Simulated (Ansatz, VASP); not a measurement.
## KCl in VASP and in Ansatz

INCAR

```
SYSTEM = KCl
  ALGO = Normal
  EDIFF = 1E-8
  ENCUT = 520
  GGA = PE
  ISIF = 2
  ISMEAR = -1
  LASPH = .True.
  LCHARG = .False.
  LEFG = .True.
  LREAL = .False.
  LWAVE = .False.
  NBANDS = 15
  NELM = 100
  PREC = Accurate
  SIGMA = 0.05
```

The input KPOINTS:

```
k-points
0
Gamma
  13 13 13
  0 0 0
```

Contents of POSCAR:

```
KCl
1.0
    0.0000000000      3.2105799778      3.2105799778
    3.2105799778      0.0000000000      3.2105799778
    3.2105799778      3.2105799778      0.0000000000
K Cl
1 1
Direct
    0.0000000000      0.0000000000      0.0000000000
    0.5000000000      0.5000000000      0.5000000000
```

Input for Ansatz:

```yaml
crystal:
  lattice:
    - [0.0, 3.2105799778, 3.2105799778]
    - [3.2105799778, 0.0, 3.2105799778]
    - [3.2105799778, 3.2105799778, 0.0]
  atoms:
    - { symbol: K, position: [0.0, 0.0, 0.0] }
    - { symbol: Cl, position: [0.5, 0.5, 0.5] }
kpoints:
  mp_grid: { grid: [13, 13, 13] }
scf:
  occupations: { method: fermi_dirac, width: 0.05 }
hamiltonian:
  xc: pbe
  pseudopotentials: { kind: paw }
output:
  forces: true
  stress: true
  eigenvalues: true
  efg: { contact_densities: true }
```

Change from the starting cell: volume scaled by 1.02, PAW files.

Alike in both runs: task electric field gradients; functional PBE; k mesh 13 × 13 × 13; occupations fermi-dirac, width 0.05 eV; no spin polarisation.

|  | VASP | Ansatz |
| --- | --- | --- |
| version | VASP 6.6.1 | Ansatz 0.2.0 |
| potentials or method | VASP PAW PBE potentials, release 64 (K_sv, Cl) | PAW with Ansatz's default frozen-core files, scalar-relativistic |
| plane-wave cutoff (eV) | 520 | 420 |
| valence electrons in the cell | 16 | 16 |

Ansatz gave:

| Property | Result |
| --- | --- |
| gap on the k mesh at the Fermi level (eV) | 4.99 |
| pressure (GPa) | -0.3 |

Task: What did VASP give for the same quantities?

Result: gap on the k mesh at the Fermi level (eV): 4.98; pressure (GPa): -0.3.
